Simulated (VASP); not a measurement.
Wanted: the native input for a VASP 6.6.1 run.

- Task: electric field gradients
- Functional: PBE
- Potentials or basis: VASP PAW PBE potentials, release 64 (Pt_sv_GW, H)
- Cutoff: 430 eV
- k mesh: 14 × 14 × 8
- Occupations: fermi-dirac, width 0.05 eV
- Spin: no spin polarisation
- Dipole correction: no
- Further INCAR settings: ALGO = Normal; EDIFF = 1e-08; NBANDS = 17

The structure of H2Pt (CdI2 type) lies in POSCAR:

```
H2Pt
1.0
    2.8874588711      0.0000000000      0.0000000000
   -1.4437294356      2.5006127347      0.0000000000
    0.0000000000      0.0000000000      4.6889179950
Pt H
1 2
Direct
    0.0000000000      0.0000000000      0.0000000000
    0.3333333333      0.6666666667      0.1788849901
    0.6666666667      0.3333333333      0.8211150099
```

These files were run (other wordings do the same):

INCAR

```
SYSTEM = H2Pt
PREC     = Accurate       ! precision mode
ENCUT    = 430            ! plane-wave cutoff, eV
EDIFF    = 1E-8           ! SCF threshold, eV
ISMEAR   = -1             ! smearing method
SIGMA    = 0.05           ! smearing width, eV
LREAL    = .False.        ! projectors in reciprocal space
LASPH    = .True.         ! aspherical terms in the spheres
NELM     = 120            ! most SCF steps
ALGO     = Normal         ! electronic algorithm
ISIF     = 2              ! what is computed and relaxed
LWAVE    = .False.        ! write WAVECAR
LCHARG   = .False.        ! write CHGCAR
GGA      = PE             ! functional
LEFG     = .True.       
NBANDS   = 17             ! bands
GGA_COMPAT= .False.
```

KPOINTS

```
Automatic mesh
0
Gamma
  14 14 8
  0 0 0
```

Potentials or basis: VASP PAW PBE potentials, release 64 (Pt_sv_GW, H).

The run is started by

```console
$ cat potpaw_PBE.64/Pt_sv_GW/POTCAR potpaw_PBE.64/H/POTCAR > POTCAR
$ mpirun -np 1 vasp_std > vasp.out
```

It gave:

```yaml
Pressure: -1.6 GPa
Largest_force: 0.006 eV/Å
Band_gap_on_the_k_mesh: zero (bands 10 and 11 overlap by 3.72 eV)
Largest_electric_field_gradient_by_atom: Pt +327.8; H -1.7 V/Å²
```

Caveat: without QUAD_EFG the Cq values of the log hold for a quadrupole moment of 1 mb, not for the nuclei; spin-orbit coupling is left out, which moves the levels of the heavy elements.

Wall time 45 s on 1 thread of Intel(R) Xeon(R) Platinum 8375C CPU @ 2.90GHz (Ice Lake), with other jobs on the host, peak memory 0.2 GiB.
